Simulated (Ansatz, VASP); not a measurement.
**Zn2SnO3: VASP beside Ansatz**

```
Zn Sn O
1.0
     2.98784    0.00000    0.00000
     0.00000    2.98784    0.00000
     0.00000    0.00000    9.04608
Zn Sn O
2 1 3
Cartesian
  1.4939 1.4939 2.9384
  1.4939 1.4939 6.1077
  1.4939 1.4939 0.0000
  0.0000 0.0000 7.5903
  0.0000 0.0000 1.4558
  0.0000 0.0000 4.5230
```

Change from the starting cell: species swapped into the Li3Tl2Cd type (P4/mmm, No. 123).

Alike in both runs: task single point; functional PBE; k mesh 6 × 6 × 2; occupations gaussian, width 0.1 eV; no spin polarisation.

|  | VASP | Ansatz |
| --- | --- | --- |
| version | VASP 6.6.1 | Ansatz 0.2.0 |
| potentials or method | VASP PAW PBE potentials, release 64 (Zn, Sn_d, O), cutoff 520 eV | scalar-relativistic, plane waves, PAW |
| valence electrons in the cell | 56 | 56 |

Ansatz gave:

- gap on the k mesh at the Fermi level (eV): none
- pressure (GPa): -9.6
- traceless stress, the component that is largest in VASP (GPa): -1.32
- rms of the force components (eV/Å): 0.578

**Question.** Estimate VASP's values.

**Answer.** gap on the k mesh at the Fermi level (eV): none; pressure (GPa): -9.5; traceless stress, the component that is largest in VASP (GPa): -1.30; rms of the force components (eV/Å): 0.581.

Atom by atom the forces differ by 0.004 eV/Å (rms over components). A gap of «none» marks a metal or a gap that the smearing closes.
